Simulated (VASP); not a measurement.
BaS, 2 atoms in the cell. It takes space group Fm-3m (No. 225, cubic). The conventional cell has a = 6.273 Å, b = 6.273 Å, c = 6.273 Å, α = 90.00°, β = 90.00°, γ = 90.00°. Within 4.1 Å of Ba (site symmetry m-3m) lie 6 S at 3.14 Å. S (site symmetry m-3m) has 6 Ba at 3.14 Å within 4.1 Å.  This cell differs from its parent crystal: volume scaled by 0.96.

* Program: VASP 6.6.1
* Task: single point
* Functional: revPBE
* Dispersion: D3(BJ)
* Potentials or basis: VASP PAW PBE potentials, release 64 (Ba_sv, S)
* Cutoff: 520 eV
* k mesh: 6 × 6 × 6
* Occupations: gaussian, width 0.05 eV
* Spin: no spin polarisation
* Dipole correction: no
* Further INCAR settings: ALGO = Normal; EDIFF = 1e-06; NBANDS = 15

Potentials or basis: VASP PAW PBE potentials, release 64 (Ba_sv, S).

Run with:

```console
$ cat potpaw_PBE.64/Ba_sv/POTCAR potpaw_PBE.64/S/POTCAR > POTCAR
$ mpirun -np 1 vasp_std > vasp.out
```

Hardware: 1 thread of Intel(R) Xeon(R) 6975P-C (Granite Rapids), on a shared host.

Q: How long does it take, and how much memory?

A: Run time: 9.2 s on 1 thread of Intel(R) Xeon(R) 6975P-C (Granite Rapids), with other jobs on the host, peak memory 0.21 GiB. Counts: scf iterations 13, k points 16.
